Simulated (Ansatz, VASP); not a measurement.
Lu: VASP beside Ansatz

```
Lu
1.0
     1.68069   -2.93153    0.00000
     1.68069    2.93153    0.00000
     0.00000    0.00000    3.22009
Lu
1
Direct
  0.50000 0.50000 0.00000
```

Alike in both runs: task single point; functional PBE; k mesh 6 × 6 × 6; occupations gaussian, width 0.1 eV; no spin polarisation.

```csv
,VASP,Ansatz
version,VASP 6.6.1,Ansatz 0.2.0
potentials or method,"VASP PAW PBE potentials, release 64 (Lu), cutoff 520 eV","scalar-relativistic, plane waves, PAW"
valence electrons in the cell,25,25
```

Ansatz gave:

```
gap on the k mesh at the Fermi level (eV)                     : none
pressure (GPa)                                                : -1.2
traceless stress, the component that is largest in VASP (GPa) : -0.38
```

Task: Estimate VASP's values.

Result: gap on the k mesh at the Fermi level (eV): none; pressure (GPa): -1.2; traceless stress, the component that is largest in VASP (GPa): -0.37.

A gap of «none» marks a metal or a gap that the smearing closes. With one functional, cell and mesh, what is left measures potentials, basis and numerics.

Neither program's run includes spin-orbit coupling.
